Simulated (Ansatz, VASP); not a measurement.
## CdSiN2 in VASP and in Ansatz

```xyz
8
Lattice="3.1745 0.0000 0.0000 0.0000 3.1745 0.0000 0.0000 0.0000 10.6198" Properties=species:S:1:pos:R:3 pbc="T T T"
Cd    1.5873    0.0000    9.1467
Cd    0.0000    1.5873    1.4731
N     1.5873    1.5873    0.0000
N     0.0000    0.0000    3.4427
N     1.5873    1.5873    5.3099
N     0.0000    0.0000    7.1772
Si    1.5873    0.0000    4.2017
Si    0.0000    1.5873    6.4181
```

Alike in both runs: task single point; functional PBE; k mesh 6 × 6 × 2; occupations fermi-dirac, width 0.02 eV; no spin polarisation.

```csv
,VASP,Ansatz
version,VASP 6.6.1,Ansatz 0.2.0
potentials or method,"VASP PAW PBE potentials, release 64 (Cd, N, Si)","plane waves, PAW"
plane-wave cutoff (eV),520,420
valence electrons in the cell,52,68
```

```csv
,VASP,Ansatz,Ansatz less VASP
pressure (GPa),-7.5,-8.1,-0.58
rms of the force components (eV/Å),0.109,0.125,+0.0160
```

The functional is the same, so the differences come from potentials, cutoffs and numerics. VASP's potentials hold 52 valence electrons a cell and Ansatz's 68, so a difference there can come from the potentials and not from the codes.
